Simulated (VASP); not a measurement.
The system is BaTe.

```xyz
2
Lattice="0.0000 3.4438 3.4438 3.4438 0.0000 3.4438 3.4438 3.4438 0.0000" Properties=species:S:1:pos:R:3 pbc="T T T"
Ba    0.0000    0.0000    0.0000
Te    3.4438    3.4438    3.4438
```

```yaml
Program: VASP 6.6.1
Task: relaxation of cell and atoms
Functional: SCAN
Potentials_or_basis: VASP PAW PBE potentials, release 64 (Ba_sv, Te)
Cutoff: 650 eV
k_mesh: 7 × 7 × 7
Occupations: gaussian, width 0.03 eV
Spin: no spin polarisation
```

At the start: pressure 3.0 GPa; volume 40.84 Å³/atom.

How do energy, volume and symmetry change on relaxing?

Over 7 steps the energy falls by 30.6 meV/atom and the volume is 44.31 Å³/atom (+8.5 %); space group Fm-3m (No. 225, to 0.1 Å) before and after.

Step by step:
```csv
step,energy change (eV),largest force (eV/Å),pressure (GPa),volume (Å³)
1,0.0000,0.0000,2.99,81.68
2,-0.0537,0.0000,-0.77,91.03
3,-0.0599,0.0000,0.02,88.57
4,-0.0598,0.0000,-0.02,88.71
5,-0.0599,0.0000,0.00,88.63
6,-0.0611,0.0000,0.00,88.63
7,-0.0611,0.0000,0.00,88.63
```

Final structure:
```
Ba Te
1.0
     0.00000    3.53874    3.53874
     3.53874    0.00000    3.53874
     3.53874    3.53874    0.00000
Ba Te
1 1
Direct
  0.00000 0.00000 0.00000
  0.50000 0.50000 0.50000
```

Where two steps share one volume, the run began anew on that cell with a basis built for it.

Caveat: the PAW data sets were made with another functional, which shifts forces and pressure a little.
